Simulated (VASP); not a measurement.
Here is a VASP 6.6.1 calculation.

Contents of INCAR:

```
PREC     = Accurate       # precision mode
ENCUT    = 520            # plane-wave cutoff, eV
EDIFF    = 1E-7           # SCF threshold, eV
ISMEAR   = -1             # smearing method
SIGMA    = 0.05           # smearing width, eV
LREAL    = False          # projectors in reciprocal space
LASPH    = True           # aspherical terms in the spheres
NELM     = 100            # most SCF steps
ALGO     = Normal         # electronic algorithm
ISIF     = 2              # what is computed and relaxed
LWAVE    = False          # write WAVECAR
LCHARG   = False          # write CHGCAR
GGA      = RP             # functional
NBANDS   = 12             # bands
```

KPOINTS

```
Automatic mesh
0
Gamma
  11 11 11
```

File POSCAR:

```
Au
1.0
    0.0000000000      2.0986668978      2.0986668978
    2.0986668978      0.0000000000      2.0986668978
    2.0986668978      2.0986668978      0.0000000000
Au
1
Direct
    0.0000000000      0.0000000000      0.0000000000
```

Potentials or basis: VASP PAW PBE potentials, release 64 (Au).

Run with:

```bash
$ cat potpaw_PBE.64/Au/POTCAR > POTCAR
$ mpirun -np 1 vasp_std > vasp.out
```

**Question.** Predict the pressure.

**Answer.** -0.2 GPa.

Caveat: the PAW data sets were made with another functional, which shifts forces and pressure a little.
